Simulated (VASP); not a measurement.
Set up this calculation in VASP 6.6.1, as the native input.

```
Task                   : single point
Functional             : BLYP
Potentials or basis    : VASP PAW PBE potentials, release 64 (La)
Cutoff                 : 520 eV
k mesh                 : 12 × 12 × 12
Occupations            : fermi-dirac, width 0.1 eV
Spin                   : no spin polarisation
Dipole correction      : no
Further INCAR settings : ALGO = Normal; EDIFF = 1e-06; NBANDS = 12
```

The structure of La lies in POSCAR:

```
La
1.0
   -2.2502788735      2.2502788735      2.2502788735
    2.2502788735     -2.2502788735      2.2502788735
    2.2502788735      2.2502788735     -2.2502788735
La
1
Direct
    0.0000000000      0.0000000000      0.0000000000
```

This isn't the form of La at room conditions, which is double hcp.

These files were run (other wordings do the same):

INCAR

```
SYSTEM = La
  PREC = Accurate
  ENCUT = 520
  EDIFF = 1E-6
  ISMEAR = -1
  SIGMA = 0.1
  LREAL = .FALSE.
  LASPH = .TRUE.
  NELM = 80
  ALGO = Normal
  ISIF = 2
  LWAVE = .FALSE.
  LCHARG = .FALSE.
  GGA = B5
  ALDAX = 1.0
  AGGAX = 1.0
  AGGAC = 1.0
  ALDAC = 0.0
  NBANDS = 12
```

KPOINTS

```
Automatic mesh
0
G
  12 12 12
  0 0 0
```

Potentials or basis: VASP PAW PBE potentials, release 64 (La).

Run with:

```console
$ cat potpaw_PBE.64/La/POTCAR > POTCAR
$ mpirun -np 1 vasp_std > vasp.out
```

Results of the run:

- Pressure: -2.8 GPa
- Band gap on the k mesh: zero (an odd number of electrons rules out a gap without spin polarisation)

Caveat: the PAW data sets were made with another functional, which shifts forces and pressure a little; spin-orbit coupling is left out, which moves the levels of the heavy elements.

It took 79 s on 1 thread of Intel(R) Xeon(R) Platinum 8375C CPU @ 2.90GHz (Ice Lake), with other jobs on the host, peak memory 0.21 GiB.
